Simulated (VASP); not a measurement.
Runs of VASP 6.6.1 on MnSb. The structure is that of space group F-43m (No. 216), or close to it. The cells are those of the table. 

```csv
level,U,cell,smearing,gap on the mesh (eV),pressure (GPa),moment (μB)
r2SCAN+U,Mn d U = 2.0 eV,"a = 4.384 Å, angles 60.0°, 2 atoms",gaussian 0.05 eV,none,2.1,4.00
r2SCAN,-,"a = 4.384 Å, angles 60.0°, 2 atoms",tetrahedron,none,0.3,4.00
r2SCAN,-,"a = 4.442 Å, angles 60.0°, 2 atoms",gaussian 0.05 eV,none,-1.5,4.00
r2SCAN,-,"a = 4.414 Å, angles 60.0°, 2 atoms",gaussian 0.05 eV,none,(a),4.00
```

Alike in all rows: task single point; potentials or basis VASP PAW PBE potentials, release 64 (Mn_pv, Sb); spin collinear, ferromagnetic start; k mesh 10 × 10 × 10; cutoff (eV) 520.

Q: Fill in the values left out.

A: (a) -0.8.

Caveats: the PAW data sets were made with another functional, which shifts forces and pressure a little; spin-orbit coupling is left out, which moves the levels of the heavy elements; a cell with one magnetic atom can't hold antiferromagnetic order, which such compounds often take; the U is typed as a test and isn't derived for this compound (at least some runs); tetrahedron occupations give inexact forces and stress in metals (at least some runs).

A k mesh can miss the band edges, and the runs leave out spin-orbit coupling on Sb.

A gap of «none» marks levels without a gap at the run's occupations.
